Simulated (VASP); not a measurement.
Wanted: the native input for a VASP 6.6.1 run.

| Property | Result |
| --- | --- |
| Task | single point |
| Functional | LDA |
| Potentials or basis | VASP PAW LDA potentials, release 64 (Li_sv, F) |
| Cutoff | 520 eV |
| k mesh | 10 × 10 × 10 |
| Occupations | gaussian, width 0.01 eV |
| Spin | no spin polarisation |
| Dipole correction | no |
| Further INCAR settings | ALGO = Normal; EDIFF = 1e-06; NBANDS = 12 |

The structure of LiF lies in POSCAR:

```
LiF
1.0
    0.0000000000      1.9544544216      1.9544544216
    1.9544544216      0.0000000000      1.9544544216
    1.9544544216      1.9544544216      0.0000000000
Li F
1 1
Direct
    0.0000000000      0.0000000000      0.0000000000
    0.5000000000      0.5000000000      0.5000000000
```

One way to write it, as run:

INCAR

```
PREC = Accurate
ENCUT = 520
EDIFF = 1E-6
ISMEAR = 0
SIGMA = 0.01
LREAL = F
LASPH = T
NELM = 60
ALGO = Normal
ISIF = 2
LWAVE = F
LCHARG = F
GGA = CA
NBANDS = 12
```

KPOINTS

```
regular mesh
0
Gamma
  10 10 10
```

Potentials or basis: VASP PAW LDA potentials, release 64 (Li_sv, F).

Command:

```bash
$ cat potpaw_LDA.64/Li_sv/POTCAR potpaw_LDA.64/F/POTCAR > POTCAR
$ mpirun -np 1 vasp_std > vasp.out
```

Results of the run:

* Band gap on the k mesh: 9.69 eV, direct

Run time: 5.5 s on 1 thread of Intel(R) Xeon(R) Platinum 8259CL CPU @ 2.50GHz (Skylake/Cascade Lake), with other jobs on the host, peak memory 0.12 GiB.
